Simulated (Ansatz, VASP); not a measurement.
## One calculation of P, two programs

The input INCAR:

```
SYSTEM = P
PREC = Accurate
ENCUT = 520
EDIFF = 1E-6
ISMEAR = 0
SIGMA = 0.03
LREAL = .FALSE.
LASPH = .TRUE.
NELM = 60
ALGO = Normal
ISIF = 2
LWAVE = .FALSE.
LCHARG = .TRUE.
GGA = PE
LELF = .TRUE.
LVHAR = .TRUE.
NBANDS = 30
```

The input KPOINTS:

```
Automatic mesh
0
G
  10 7 3
  0 0 0
```

The input POSCAR:

```
P
1.0
   -3.3104324909      0.0000000000      0.0000000000
    0.0000000000      0.0000000000     -4.5577726732
    0.0000000000    -12.2854350009      0.0000000000
P
8
Direct
    0.0000000000      0.0862797555      0.7753657880
    0.5000000000      0.0862797555      0.3160643876
    0.0000000000      0.4137202445      0.3160643876
    0.5000000000      0.4137202445      0.7753657880
    0.0000000000      0.9137202445      0.6025384132
    0.5000000000      0.9137202445      0.1432370128
    0.0000000000      0.5862797555      0.1432370128
    0.5000000000      0.5862797555      0.6025384132
```

Input for Ansatz:

```yaml
crystal:
  lattice:
    - [-3.3104324909, 0.0, 0.0]
    - [0.0, 0.0, -4.5577726732]
    - [0.0, -12.2854350009, 0.0]
  atoms:
    - { symbol: P, position: [0.0, 0.0862797555, 0.775365788] }
    - { symbol: P, position: [0.5, 0.0862797555, 0.3160643876] }
    - { symbol: P, position: [0.0, 0.4137202445, 0.3160643876] }
    - { symbol: P, position: [0.5, 0.4137202445, 0.775365788] }
    - { symbol: P, position: [0.0, 0.9137202445, 0.6025384132] }
    - { symbol: P, position: [0.5, 0.9137202445, 0.1432370128] }
    - { symbol: P, position: [0.0, 0.5862797555, 0.1432370128] }
    - { symbol: P, position: [0.5, 0.5862797555, 0.6025384132] }
basis:
  ecutwfc: 420
kpoints:
  mp_grid: { grid: [10, 7, 3] }
hamiltonian:
  xc: pbe
scf:
  occupations: { method: gaussian, width: 0.03 }
output:
  forces: true
  stress: true
  eigenvalues: true
  write_density: true
  write_potential: true
  elf: true
  volumetric_format: npy
```

Alike in both runs: task single point; functional PBE; k mesh 10 × 7 × 3; occupations gaussian, width 0.03 eV; no spin polarisation.

|  | VASP | Ansatz |
| --- | --- | --- |
| version | VASP 6.6.1 | Ansatz 0.2.0 |
| potentials or method | VASP PAW PBE potentials, release 64 (P), cutoff 520 eV | scalar-relativistic, plane waves, PAW |
| valence electrons in the cell | 40 | 40 |

VASP gave:

| Property | Result |
| --- | --- |
| gap on the k mesh at the Fermi level (eV) | 0.32 |
| least direct gap on the mesh (eV) | 0.32 |
| pressure (GPa) | -0.3 |
| traceless stress, the component that is largest in VASP (GPa) | -0.23 |
| rms of the force components (eV/Å) | 0.044 |

Problem. What did Ansatz give for the same quantities?

Solution. gap on the k mesh at the Fermi level (eV): 0.30; least direct gap on the mesh (eV): 0.30; pressure (GPa): 0.0; traceless stress, the component that is largest in VASP (GPa): -0.23; rms of the force components (eV/Å): 0.016.

Atom by atom the forces differ by 0.029 eV/Å (rms over components). With one functional, cell and mesh, what is left measures potentials, basis and numerics.
